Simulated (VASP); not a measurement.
**Ta2N: single point with PBEsol**

Ta2N:

```
CELL_PARAMETERS angstrom
3.07826 -0.21548 0.00000
-1.72574 2.77359 0.00000
0.00000 0.00000 4.57068
ATOMIC_POSITIONS crystal
Ta 0.66667 0.33333 0.74637
Ta 0.33333 0.66667 0.25363
N 0.00000 0.00000 0.00000
```

This cell differs from its parent crystal: engineering shear strain xy -0.1400, normal strain along z -0.0525.

```
Program             : VASP 6.6.1
Task                : single point
Functional          : PBEsol
Potentials or basis : VASP PAW PBE potentials, release 64 (Ta_pv, N)
Cutoff              : 520 eV
k mesh              : 15 × 15 × 8
Occupations         : gaussian, width 0.15 eV
Spin                : no spin polarisation
```

```yaml
Pressure: 25.4 GPa
Largest_force: 0.520 eV/Å
Band_gap_on_the_k_mesh: zero (an odd number of electrons rules out a gap without spin polarisation)
```

Forces on the atoms (eV/Å):
```
Ta   0.210  0.047 -0.474
Ta  -0.210 -0.047  0.474
N    0.000  0.000  0.000
```

Stress tensor (GPa, compression positive):
```
 20.97  25.59 -10.36
 25.59  20.98  -1.76
-10.36  -1.76  34.34
```

Levels at points of the mesh, in eV from the Fermi level:
```
           k point  band 10  band 11  band 12  band 13  band 14  band 15  band 16  band 17
(0.00, 0.00, 0.00)    -6.05    -4.70    -1.32    -0.35    -0.16     0.21     0.47     0.91
(0.00, 0.00, 0.50)    -6.34    -2.66    -2.48    -2.28    -0.26     1.37     1.79     2.82
```

Run time: 17 min on 1 thread of Oxide Virtual Turin-like Processor, with other jobs on the host, peak memory 0.61 GiB.

Caveat: the cell differs from its parent crystal (engineering shear strain xy -0.1400, normal strain along z -0.0525); the stress differs along the axes, from 21 to 34 GPa; the PAW data sets were made with another functional, which shifts forces and pressure a little; spin-orbit coupling is left out, which moves the levels of the heavy elements.
